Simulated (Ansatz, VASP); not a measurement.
# Two plane-wave programs on C

INCAR

```
PREC = Accurate
ENCUT = 520
EDIFF = 1E-7
ISMEAR = 0
SIGMA = 0.05
LREAL = False
LASPH = True
NELM = 100
ALGO = Normal
ISIF = 2
LWAVE = False
LCHARG = False
GGA = CA
NBANDS = 26
```

Contents of KPOINTS:

```
regular mesh
0
Gamma
  8 8 8
```

The input POSCAR:

```
C
1.0
   -2.4103982985      2.4103982985      2.3742423240
    2.4103982985     -2.4103982985      2.3742423240
    2.4103982985      2.4103982985     -2.3742423240
C
8
Direct
    0.3254710859      0.0000000000      0.0000000000
    0.6745289141      0.6745289141      0.6745289141
    0.0000000000      0.3254710859      0.0000000000
    0.0000000000      0.0000000000      0.3254710859
    0.0000000000      0.6745289141      0.0000000000
    0.3254710859      0.3254710859      0.3254710859
    0.6745289141      0.0000000000      0.0000000000
    0.0000000000      0.0000000000      0.6745289141
```

Input for Ansatz:

```yaml
crystal:
  lattice:
    - [-2.4103982985, 2.4103982985, 2.374242324]
    - [2.4103982985, -2.4103982985, 2.374242324]
    - [2.4103982985, 2.4103982985, -2.374242324]
  atoms:
    - { symbol: C, position: [0.3254710859, 0.0, 0.0] }
    - { symbol: C, position: [0.6745289141, 0.6745289141, 0.6745289141] }
    - { symbol: C, position: [0.0, 0.3254710859, 0.0] }
    - { symbol: C, position: [0.0, 0.0, 0.3254710859] }
    - { symbol: C, position: [0.0, 0.6745289141, 0.0] }
    - { symbol: C, position: [0.3254710859, 0.3254710859, 0.3254710859] }
    - { symbol: C, position: [0.6745289141, 0.0, 0.0] }
    - { symbol: C, position: [0.0, 0.0, 0.6745289141] }
basis:
  ecutwfc: 420
kpoints:
  mp_grid: { grid: [8, 8, 8] }
hamiltonian:
  xc: lda
scf:
  occupations: { method: gaussian, width: 0.05 }
output:
  forces: true
  stress: true
  eigenvalues: true
```

Change from the starting cell: strain +0.000 along x and y, -0.015 along z, atoms carried along.

Alike in both runs: task single point; functional LDA; k mesh 8 × 8 × 8; occupations gaussian, width 0.05 eV; no spin polarisation.

|  | VASP | Ansatz |
| --- | --- | --- |
| version | VASP 6.6.1 | Ansatz 0.2.0 |
| potentials or method | VASP PAW LDA potentials, release 64 (C), cutoff 520 eV | scalar-relativistic, plane waves, PAW |
| valence electrons in the cell | 32 | 32 |

|  | VASP | Ansatz | Ansatz less VASP |
| --- | --- | --- | --- |
| gap on the k mesh at the Fermi level (eV) | 2.91 | 2.92 | +0.008 |
| least direct gap on the mesh (eV) | 3.69 | 3.71 | +0.021 |
| pressure (GPa) | 6.5 | 5.4 | -1.12 |
| traceless stress, the component that is largest in VASP (GPa) | 6.39 | 6.33 | -0.051 |
| rms of the force components (eV/Å) | 0.212 | 0.199 | -0.0129 |

LDA's correlation is that of Perdew and Zunger in VASP and of Perdew and Wang (1992) in Ansatz. Atom by atom the forces differ by 0.032 eV/Å (rms over components).
